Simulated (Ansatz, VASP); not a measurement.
One calculation of MgS, two programs

```
CELL_PARAMETERS angstrom
-0.08357 -2.68412 -2.61851
-2.59634 -0.10558 -2.59650
2.67257 2.69434 -5.16366
ATOMIC_POSITIONS crystal
Mg 0.22419 0.27398 0.24065
Mg 0.77009 0.71659 0.75791
S 0.47560 0.48909 0.50565
S 0.03012 0.02034 0.99579
```

Change from the starting cell: cell x2, atoms moved at random (sigma 0.1 Å) and cell strained at random (1.5 %), then relaxed without symmetry.

Alike in both runs: task relaxation of cell and atoms; functional PBE; k mesh 6 × 6 × 6; occupations gaussian, width 0.1 eV; no spin polarisation.

|  | VASP | Ansatz |
| --- | --- | --- |
| version | VASP 6.6.1 | Ansatz 0.2.0 |
| potentials or method | VASP PAW PBE potentials, release 64 (Mg, S), cutoff 600 eV | scalar-relativistic, plane waves, PAW |
| valence electrons in the cell | 16 | 32 |

```tsv
	VASP	Ansatz	Ansatz less VASP
gap on the k mesh at the Fermi level, each at its own relaxed structure (eV)	2.75	2.74	-0.004
relaxed volume (Å³/atom)	17.81	17.88	+0.073
relaxed cell length with the largest relative difference (Å)	3.694	3.701	+0.0073
```

VASP's potentials hold 16 valence electrons a cell and Ansatz's 32, so a difference there can come from the potentials and not from the codes.
